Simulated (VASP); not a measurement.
# Zn (Fd-3m) in VASP: a series of runs

Zn is run at these levels: PBE; tasks: single point.

Everything below comes from runs of VASP 6.6.1. Logs are shortened: lines on timing, memory, paths and dates and some standing lists are left out, and cuts for length are marked.

### 1 The cell of the first run

Symmetry: Fd-3m, No. 227, cubic system. The conventional cell has a = 5.825 Å, b = 5.825 Å, c = 5.825 Å, α = 90.00°, β = 90.00°, γ = 90.00°. Zn (site symmetry -43m) has 4 Zn at 2.52 Å within 3.3 Å.

### 2 Single point, PBE

INCAR reads:

```
PREC = Accurate
ENCUT = 520
EDIFF = 1E-6
ISMEAR = -1
SIGMA = 0.1
LREAL = False
LASPH = True
NELM = 100
ALGO = Normal
ISIF = 2
LWAVE = False
LCHARG = True
GGA = PE
LELF = True
LVHAR = True
NBANDS = 19
```

KPOINTS reads:

```
regular mesh
0
Gamma
  10 10 10
```

POSCAR reads:

```
Zn
1.0
    0.0000000000      2.9124239656      2.9124239656
    2.9124239656      0.0000000000      2.9124239656
    2.9124239656      2.9124239656      0.0000000000
Zn
2
Direct
    0.1250000000      0.1250000000      0.1250000000
    0.8750000000      0.8750000000      0.8750000000
```

Potentials or basis: VASP PAW PBE potentials, release 64 (Zn).

Started as:

```
cat potpaw_PBE.64/Zn/POTCAR > POTCAR
mpirun -np 1 vasp_std > vasp.out
```

OUTCAR:

```text
PREC = Accurate
   ENCUT = 520
   EDIFF = 1E-6
   ISMEAR = -1
   LREAL = False
   LASPH = True
   NELM = 100
   ISIF = 2
   GGA = PE

 ion  position               nearest neighbor table
   1  0.125  0.125  0.125-   2 2.52   2 2.52   2 2.52   2 2.52
   2  0.875  0.875  0.875-   1 2.52   1 2.52   1 2.52   1 2.52

  LATTYP: Found a face centered cubic cell.
 ALAT       =     5.8248479312

  Lattice vectors:

 A1 = (   0.0000000000,   2.9124239656,   2.9124239656)
 A2 = (   2.9124239656,   0.0000000000,   2.9124239656)
 A3 = (   2.9124239656,   2.9124239656,   0.0000000000)

Analysis of symmetry for initial positions (statically):
=====================================================================
 Subroutine PRICEL returns:
 Original cell was already a primitive cell.

 Routine SETGRP: Setting up the symmetry group for a
 face centered cubic supercell.

 Subroutine GETGRP returns: Found 48 space group operations
 (whereof 12 operations were pure point group operations)
 out of a pool of 48 trial point group operations.

The static configuration has the point symmetry D_3d.
 The point group associated with its full space group is O_h .

Analysis of symmetry for dynamics (positions and initial velocities):
=====================================================================
 Subroutine PRICEL returns:
 Original cell was already a primitive cell.

 Routine SETGRP: Setting up the symmetry group for a
 face centered cubic supercell.

 Subroutine GETGRP returns: Found 48 space group operations
 (whereof 12 operations were pure point group operations)
 out of a pool of 48 trial point group operations.

The dynamic configuration has the point symmetry D_3d.
 The point group associated with its full space group is O_h .

 Subroutine INISYM returns: Found 48 space group operations
 (whereof 12 operations are pure point group operations),
 and found     1 'primitive' translations

----------------------------------------------------------------------------------------

                                     Primitive cell

  volume of cell :      49.4076

  direct lattice vectors                    reciprocal lattice vectors
     0.000000000  2.912423966  2.912423966    -0.171678302  0.171678302  0.171678302
     2.912423966  0.000000000  2.912423966     0.171678302 -0.171678302  0.171678302
     2.912423966  2.912423966  0.000000000     0.171678302  0.171678302 -0.171678302

  length of vectors
     4.118789472  4.118789472  4.118789472     0.297355541  0.297355541  0.297355541

  position of ions in fractional coordinates (direct lattice)
     0.125000000  0.125000000  0.125000000
     0.875000000  0.875000000  0.875000000

  ion indices of the primitive-cell ions
   primitive index   ion index
                 1           1
                 2           2

----------------------------------------------------------------------------------------

 KPOINTS: regular mesh

Automatic generation of k-mesh.
 Grid dimensions read from file:
 generate k-points for:   10   10   10

 Generating k-lattice:

  Cartesian coordinates                     Fractional coordinates (reciprocal lattice)
    -0.017167830  0.017167830  0.017167830     0.100000000  0.000000000  0.000000000
     0.017167830 -0.017167830  0.017167830     0.000000000  0.100000000  0.000000000
     0.017167830  0.017167830 -0.017167830     0.000000000  0.000000000  0.100000000

  Length of vectors
     0.029735554  0.029735554  0.029735554

  Shift w.r.t. Gamma in fractional coordinates (k-lattice)
     0.000000000  0.000000000  0.000000000

 Subroutine IBZKPT returns following result:
 ===========================================

 Found     47 irreducible k-points:

 Following reciprocal coordinates:
            Coordinates               Weight
  0.000000  0.000000  0.000000      1.000000
  0.100000  0.000000  0.000000      8.000000
  0.200000  0.000000  0.000000      8.000000
  0.300000  0.000000  0.000000      8.000000
  0.400000  0.000000  0.000000      8.000000
  0.500000  0.000000  0.000000      4.000000
[... 16 lines left out ...]
  0.300000  0.300000  0.000000      6.000000
  0.400000  0.300000  0.000000     24.000000
 [... further k-points ...]
   k-points           NKPTS =     47   k-points in BZ     NKDIM =     47   number of bands    NBANDS=     19
   number of dos      NEDOS =    301   number of ions     NIONS =      2
   total plane-waves  NPLWV =  32768
   dimension x,y,z NGX =    32 NGY =   32 NGZ =   32
   dimension x,y,z NGXF=    64 NGYF=   64 NGZF=   64
   ions per type =               2
   NGX,Y,Z   is equivalent  to a cutoff of  12.92, 12.92, 12.92 a.u.
   NGXF,Y,Z  is equivalent  to a cutoff of  25.83, 25.83, 25.83 a.u.
 SYSTEM =  unknown system
   PREC   = accura    normal or accurate (medium, high low for compatibility)
   ISTART =      0    job   : 0-new  1-cont  2-samecut
   ICHARG =      2    charge: 1-file 2-atom 10-const
   ISPIN  =      1    spin polarized calculation?
   LNONCOLLINEAR =      F non collinear calculations
   LSORBIT =      F    spin-orbit coupling
   LASPH  =      T    aspherical Exc in radial PAW
   ENCUT  =  520.0 eV  38.22 Ry    6.18 a.u.   7.66  7.66  7.66*2*pi/ulx,y,z
   NELM   =    100;   NELMIN=  2; NELMDL= -5     # of ELM steps
   EDIFF  = 0.1E-05   stopping-criterion for ELM
   LREAL  =      F    real-space projection
   EDIFFG = 0.1E-04   stopping-criterion for IOM
   NSW    =      0    number of steps for IOM
   IBRION =     -1    ionic relax: 0-MD 1-quasi-New 2-CG
   NFREE  =      0    steps in history (QN), initial steepest desc. (CG)
   ISIF   =      2    stress and relaxation
   ISYM   =      2    0-nonsym 1-usesym 2-fastsym
   POTIM  = 0.5000    time-step for ionic-motion
   TEBEG  =    0.0;   TEEND  =   0.0 temperature during run
   PSTRESS=    0.0 pullay stress
   NELECT =      24.0000    total number of electrons
   NUPDOWN=      -1.0000    fix difference up-down
   EMIN   =  10.00;   EMAX   =-10.00  energy-range for DOS
   EFERMI =   0.00;   METHOD = LEGACY
   ISMEAR =    -1;   SIGMA  =   0.10  broadening in eV -4-tet -1-fermi 0-gaus
   EFERMI_NEDOS =   21; number of points for ismear=-14 and -15
   IALGO  =     38    algorithm
   IMIX   =      4    mixing-type and parameters
     AMIX     =   0.40;   BMIX     =  1.00
     AMIX_MAG =   1.60;   BMIX_MAG =  1.00
  volume/ion in A,a.u.               =      24.70       166.71
  Fermi-wavevector in a.u.,A,eV,Ry     =   1.286907  2.431902 22.533027  1.656131
  Thomas-Fermi vector in A             =   2.418954
   LORBIT       =      0    0 simple, 1 ext, 2 COOP (PROOUT), +10 PAW based schemes
   GGA     = PE    functional components
[... 5 lines left out ...]
 non-spin polarized calculation
  energy-cutoff  :      520.00
  volume of cell :       49.41
 maximum number of plane-waves:      1363
   NGX = 15   NGY = 15   NGZ = 15

 number of electron      24.0000009 magnetization

 Free energy of the ion-electron system (eV)
  ---------------------------------------------------
  ext. energy  EPLUGINS =         0.00000000
  ---------------------------------------------------
  free energy    TOTEN  =        -1.29258841 eV

  energy without entropy =       -1.25780641  energy(sigma->0) =       -1.27519741

 E-fermi :   0.2668     XC(G=0):  -8.9413

 val. band max:        0.2600813353   @ k =  -0.3000   0.3000   0.1000
 cond. band min:       0.3345739688   @ k =  -0.3000   0.5000   0.2000
 fundamental gap:      0.0744926335
 Fermi energy:         0.2668178043

 k-point     1 :       0.0000    0.0000    0.0000
  band No.  band energies     occupation
      1      -7.2479      2.00000
      2      -7.2440      2.00000
      3      -7.2440      2.00000
      4      -7.2440      2.00000
      5      -7.2042      2.00000
      6      -7.2042      2.00000
[... 11 lines left out ...]
     18       7.2993      0.00000
     19       9.2260      0.00000

 k-point     2 :       0.1000    0.0000    0.0000
  band No.  band energies     occupation
      1      -7.2690      2.00000
      2      -7.2690      2.00000
      3      -7.2437      2.00000
      4      -7.1691      2.00000
      5      -7.1691      2.00000
      6      -7.1498      2.00000
[... 11 lines left out ...]
     18       8.4548      0.00000
     19      10.0901      0.00000

 k-point     3 :       0.2000    0.0000    0.0000
  band No.  band energies     occupation
      1      -7.2895      2.00000
      2      -7.2895      2.00000
      3      -7.2414      2.00000
      4      -7.1260      2.00000
      5      -7.1260      2.00000
      6      -6.9772      2.00000
[... 11 lines left out ...]
     18       9.8343      0.00000
     19      10.5669      0.00000

 k-point     4 :       0.3000    0.0000    0.0000
  band No.  band energies     occupation
      1      -7.2914      2.00000
      2      -7.2914      2.00000
      3      -7.2353      2.00000
      4      -7.1049      2.00000
      5      -7.1049      2.00000
      6      -6.9380      2.00000
[... 11 lines left out ...]
     18       9.7330      0.00000
     19      11.5306      0.00000

 k-point     5 :       0.4000    0.0000    0.0000
  band No.  band energies     occupation
      1      -7.2809      2.00000
      2      -7.2809      2.00000
      3      -7.2266      2.00000
      4      -7.1079      2.00000
      5      -7.1079      2.00000
      6      -6.9568      2.00000
[... 11 lines left out ...]
     18       9.2552      0.00000
     19      13.2056      0.00000
[... 334 lines left out ...]
      2      -7.3222      2.00000
      3      -7.1748      2.00000
      4      -7.1063      2.00000
      5      -6.9901      2.00000
      6      -6.9513      2.00000
[... 11 lines left out ...]
     18      10.5149      0.00000
     19      11.1560      0.00000

 k-point    22 :      -0.2000    0.2000    0.0000
  band No.  band energies     occupation
      1      -7.3300      2.00000
      2      -7.2965      2.00000
      3      -7.2039      2.00000
      4      -7.1223      2.00000
      5      -7.0205      2.00000
      6      -6.9320      2.00000
[... 11 lines left out ...]
     18       9.0557      0.00000
     19      10.3340      0.00000

 k-point    23 :       0.3000    0.3000    0.0000
  band No.  band energies     occupation
      1      -7.3479      2.00000
      2      -7.2619      2.00000
      3      -7.2619      2.00000
      4      -7.0388      2.00000
      5      -7.0271      2.00000
      6      -6.9502      2.00000
[... 11 lines left out ...]
     18      11.6571      0.00000
     19      13.2122      0.00000

 k-point    24 :       0.4000    0.3000    0.0000
  band No.  band energies     occupation
      1      -7.3460      2.00000
      2      -7.2680      2.00000
      3      -7.2597      2.00000
      4      -7.0700      2.00000
      5      -6.9922      2.00000
      6      -6.9100      2.00000
[... 11 lines left out ...]
     18      11.8836      0.00000
     19      14.9439      0.00000

 [... further k-points ...]
[... 5 lines left out ...]
  --------------------------------------------------------------------------------------
  -------------------------------------------------------------------------------------
  Total        0.0451122      0.0451122      0.0451122      0.0000000     -0.0000000      0.0000000
  in kB        1.4628877      1.4628877      1.4628877      0.0000000     -0.0000000      0.0000000
  external PRESSURE =       1.4628877 kB  Pullay stress =       0.0000000 kB

 VOLUME and BASIS-vectors are now :
 -----------------------------------------------------------------------------
  energy-cutoff  :      520.00
  volume of cell :       49.41
      direct lattice vectors                 reciprocal lattice vectors
     0.000000000  2.912423966  2.912423966    -0.171678302  0.171678302  0.171678302
     2.912423966  0.000000000  2.912423966     0.171678302 -0.171678302  0.171678302
     2.912423966  2.912423966  0.000000000     0.171678302  0.171678302 -0.171678302

 POSITION                                       TOTAL-FORCE (eV/Angst)
 -----------------------------------------------------------------------------------
      0.72811      0.72811      0.72811         0.000000     -0.000000      0.000000
      5.09674      5.09674      5.09674        -0.000000      0.000000     -0.000000
 -----------------------------------------------------------------------------------
    total drift:                                0.000000      0.000000     -0.000000

  FREE ENERGIE OF THE ION-ELECTRON SYSTEM (eV)
  ---------------------------------------------------
  free  energy   TOTEN  =        -1.2925884114 eV

  energy  without entropy=       -1.2578064131  energy(sigma->0) =       -1.27519741
```

It took 18 s on 1 thread of AMD EPYC 9R45 (Zen 5), shared host; peak memory 0.15 GiB.

Results:

| Quantity | Value |
| --- | --- |
| Free energy | -1.2926 eV |
| Pressure | 0.1 GPa |
| Band gap on the k mesh | zero (band 12 reaches 5.46 eV, above the bottom of band 13 at -0.31 eV) |

Levels at points of the mesh, in eV from the Fermi level:
```tsv
k point	band 9	band 10	band 11	band 12	band 13	band 14	band 15	band 16
(0.00, 0.00, 0.00)	-6.92	-6.73	-6.73	5.19	5.19	5.19	6.67	6.67
(0.50, 0.00, 0.00)	-6.73	-6.73	-4.63	-3.00	3.39	3.39	5.63	7.42
(0.50, 0.50, 0.00)	-6.69	-6.69	-3.14	-3.14	1.20	1.20	4.35	4.35
```

### 3 Single point, PBE (volume scaled by 0.88)

INCAR reads:

```
  PREC = Accurate
  ENCUT = 520
  EDIFF = 1E-7
  ISMEAR = -1
  SIGMA = 0.1
  LREAL = False
  LASPH = True
  NELM = 100
  ALGO = Normal
  ISIF = 2
  LWAVE = False
  LCHARG = True
  GGA = PE
  LELF = True
  LVHAR = True
  NBANDS = 19
```

KPOINTS reads:

```
regular mesh
0
Gamma
  11 11 11
```

POSCAR reads:

```
Zn
1.0
    0.0000000000      2.7909292042      2.7909292042
    2.7909292042      0.0000000000      2.7909292042
    2.7909292042      2.7909292042      0.0000000000
Zn
2
Direct
    0.1250000000      0.1250000000      0.1250000000
    0.8750000000      0.8750000000      0.8750000000
```

Potentials or basis: VASP PAW PBE potentials, release 64 (Zn).

Started as:

```
cat potpaw_PBE.64/Zn/POTCAR > POTCAR
mpirun -np 1 vasp_std > vasp.out
```

It took 23 s on 1 thread of AMD EPYC 9R45 (Zen 5), shared host; peak memory 0.15 GiB.

It converged, with:

```yaml
Free_energy: -1.2146 eV
Pressure: 4.9 GPa
Band_gap_on_the_k_mesh: zero (band 12 reaches 6.59 eV, above the bottom of band 13 at -0.07 eV)
```

Levels at points of the mesh, in eV from the Fermi level:
```tsv
k point	band 10	band 11	band 12	band 13	band 14	band 15
(0.00, 0.00, 0.00)	-6.78	-6.78	5.80	5.80	5.80	7.23
```
